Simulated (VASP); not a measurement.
Write the native input for VASP 6.6.1 that does the following.

```yaml
Task: single point
Functional: PBE
Potentials_or_basis: VASP PAW PBE potentials, release 64 (Ga_d, P)
Cutoff: 520 eV
k_mesh: 14 × 14 × 14
Occupations: fermi-dirac, width 0.1 eV
Spin: no spin polarisation
Dipole_correction: no
Further_INCAR_settings: ALGO = Normal; EDIFF = 1e-06; NBANDS = 16
```

The structure of GaP (rocksalt type) lies in POSCAR:

```
GaP
1.0
    0.0000000000      2.3951197346      2.3951197346
    2.3951197346      0.0000000000      2.3951197346
    2.3951197346      2.3951197346      0.0000000000
Ga P
1 1
Direct
    0.0000000000      0.0000000000      0.0000000000
    0.5000000000      0.5000000000      0.5000000000
```

The input as run:

INCAR

```
SYSTEM = GaP
  PREC = Accurate
  ENCUT = 520
  EDIFF = 1E-6
  ISMEAR = -1
  SIGMA = 0.1
  LREAL = .FALSE.
  LASPH = .TRUE.
  NELM = 60
  ALGO = Normal
  ISIF = 2
  LWAVE = .FALSE.
  LCHARG = .TRUE.
  GGA = PE
  LELF = .TRUE.
  LVHAR = .TRUE.
  NBANDS = 16
```

KPOINTS

```
Automatic mesh
0
G
  14 14 14
  0 0 0
```

Potentials or basis: VASP PAW PBE potentials, release 64 (Ga_d, P).

Run with:

```bash
$ cat potpaw_PBE.64/Ga_d/POTCAR potpaw_PBE.64/P/POTCAR > POTCAR
$ mpirun -np 1 vasp_std > vasp.out
```

Results of the run:

```yaml
Pressure: 32.6 GPa
Band_gap_on_the_k_mesh: zero (bands 9 and 10 overlap by 3.51 eV)
```

Caveat: the cell stands under pressure.

It took 79 s on 1 thread of AMD EPYC 7R13, with other jobs on the host, peak memory 0.16 GiB.
